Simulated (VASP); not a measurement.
# GaO3: single point with PBE

The system is GaO3.

```
Ga O
1.0
    -2.07560    2.07560    2.07560
     2.07560   -2.07560    2.07560
     2.07560    2.07560   -2.07560
Ga O
1 3
Direct
  0.00000 0.00000 0.00000
  0.00000 0.50000 0.50000
  0.50000 0.00000 0.50000
  0.50000 0.50000 0.00000
```

- Program: VASP 6.6.1
- Task: single point
- Functional: PBE
- Potentials or basis: VASP PAW PBE potentials, release 64 (Ga_d, O)
- Cutoff: 520 eV
- k mesh: 6 × 6 × 6
- Occupations: gaussian, width 0.1 eV
- Spin: no spin polarisation

```json
{
 "Pressure": "0.4 GPa"
}
```

Levels at points of the mesh, in eV from the Fermi level:
```csv
k point,band 13,band 14,band 15,band 16,band 17,band 18
"(0.00, 0.00, 0.00)",-4.38,-4.38,-0.31,1.56,1.56,1.56
"(0.50, 0.00, 0.00)",-2.45,-2.09,-2.01,-1.30,1.69,5.35
"(0.50, 0.50, 0.50)",-2.85,-2.85,0.49,1.75,1.75,1.75
```

It took 39 s on 1 thread of AMD EPYC 7571 (shared host), peak memory 0.13 GiB.

Caveat: an odd number of electrons without spin polarisation forces a metal; a magnetic or distorted state may lie lower.
